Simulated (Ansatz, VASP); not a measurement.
# Two plane-wave programs on Cu

POSCAR

```
Cu
1.0
    0.0000000000      1.8766730250      1.8766730250
    1.8766730250      0.0000000000      1.8766730250
    1.8766730250      1.8766730250      0.0000000000
Cu
1
Direct
    0.0000000000      0.0000000000      0.0000000000
```

The input INCAR.step1:

```
  PREC = Accurate
  ENCUT = 520
  ISMEAR = 0
  SIGMA = 0.1
  LREAL = False
  LASPH = True
  NELM = 100
  NBANDS = 12
  GGA = PE
  ALGO = Normal
  EDIFF = 1E-4
  LWAVE = True
  LCHARG = False
```

INCAR.step2

```
  PREC = Accurate
  ENCUT = 520
  EDIFF = 1E-7
  ISMEAR = 0
  SIGMA = 0.1
  LREAL = False
  LASPH = True
  NELM = 100
  ALGO = Normal
  ISIF = 2
  LWAVE = False
  LCHARG = True
  METAGGA = R2SCAN
  LMIXTAU = True
  LELF = True
  LVHAR = True
  NBANDS = 12
  ISTART = 1
```

Contents of KPOINTS:

```
regular mesh
0
Gamma
  20 20 20
```

Input for Ansatz:

```yaml
crystal:
  lattice:
    - [0.0, 1.876673025, 1.876673025]
    - [1.876673025, 0.0, 1.876673025]
    - [1.876673025, 1.876673025, 0.0]
  atoms:
    - { symbol: Cu, position: [0.0, 0.0, 0.0] }
basis:
  ecutwfc: 500
kpoints:
  mp_grid: { grid: [20, 20, 20] }
hamiltonian:
  xc: r2scan
scf:
  occupations: { method: gaussian, width: 0.1 }
output:
  forces: true
  stress: true
  eigenvalues: true
```

Alike in both runs: task single point; functional r2SCAN; k mesh 20 × 20 × 20; occupations gaussian, width 0.1 eV; no spin polarisation.

|  | VASP | Ansatz |
| --- | --- | --- |
| version | VASP 6.6.1 | Ansatz 0.2.0 |
| potentials or method | VASP PAW PBE potentials, release 64 (Cu), cutoff 520 eV | scalar-relativistic, plane waves, PAW |
| valence electrons in the cell | 11 | 19 |

```csv
,VASP,Ansatz,Ansatz less VASP
gap on the k mesh at the Fermi level (eV),none,none,-
pressure (GPa),-15.8,-16.3,-0.43
```

VASP's potentials were made for PBE, not for r2SCAN. A gap of «none» marks a metal or a gap that the smearing closes. VASP's potentials hold 11 valence electrons a cell and Ansatz's 19, so a difference there can come from the potentials and not from the codes.
